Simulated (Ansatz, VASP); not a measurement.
Ti5Si in VASP and in Ansatz

```
Ti Si
1.0
     2.52425    1.45737    4.43836
    -2.52425    1.45737    4.43836
     0.00000   -2.91475    4.43836
Ti Si
5 1
Cartesian
  0.0000 0.0000 2.0154
  0.5278 1.4574 4.4384
  -1.5260 -0.2716 4.4384
  0.0000 0.0000 11.2997
  0.9982 -1.1858 4.4384
  0.0000 0.0000 6.6575
```

Alike in both runs: functional PBE; k mesh 12 × 12 × 12; occupations gaussian, width 0.1 eV; no spin polarisation.

Ansatz relaxed the structure, and its values are those at the end. VASP's run is a single point on that final structure, the one shown.

|  | VASP | Ansatz |
| --- | --- | --- |
| version | VASP 6.6.1 | Ansatz 0.2.0 |
| potentials or method | VASP PAW PBE potentials, release 64 (Ti_sv, Si), cutoff 520 eV | scalar-relativistic, plane waves, PAW |
| valence electrons in the cell | 64 | 64 |

```csv
,VASP,Ansatz,Ansatz less VASP
gap on the k mesh at the Fermi level (eV),none,none,-
pressure (GPa),-0.1,0.0,+0.11
```

A gap of «none» marks a metal or a gap that the smearing closes. With one functional, cell and mesh, what is left measures potentials, basis and numerics.
